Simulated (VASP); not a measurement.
A run of VASP 6.6.1 is set up as follows.

The input INCAR:

```
  ALGO = Normal
  EDIFF = 1E-6
  ENCUT = 520
  ISIF = 2
  ISMEAR = 0
  ISPIN = 2
  LASPH = True
  LCHARG = True
  LELF = True
  LMAXMIX = 4
  LORBIT = 11
  LREAL = False
  LVHAR = True
  LWAVE = False
  MAGMOM = 0.7 0.7
  NBANDS = 20
  NELM = 150
  NUPDOWN = 1.4
  PREC = Accurate
  SIGMA = 0.15
```

Contents of KPOINTS:

```
k-points
0
Gamma
  21 21 12
```

POSCAR

```
Ir
1.0
    2.6500373936      0.0000000000      0.0000000000
   -1.3250186968      2.2949997038      0.0000000000
    0.0000000000      0.0000000000      4.2967294997
Ir
2
Direct
    0.6666666667      0.3333333333      0.7500000000
    0.3333333333      0.6666666667      0.2500000000
```

Potentials or basis: VASP PAW LDA potentials, release 64 (Ir).

Launch:

```sh
$ cat potpaw_LDA.64/Ir/POTCAR > POTCAR
$ mpirun -np 1 vasp_std > vasp.out
```

(1) Estimate the pressure.

## Answers

(1) 37.7 GPa.

Caveat: the cell stands under pressure; the total moment is fixed, so each spin has its own Fermi level and the state may be an excited one.
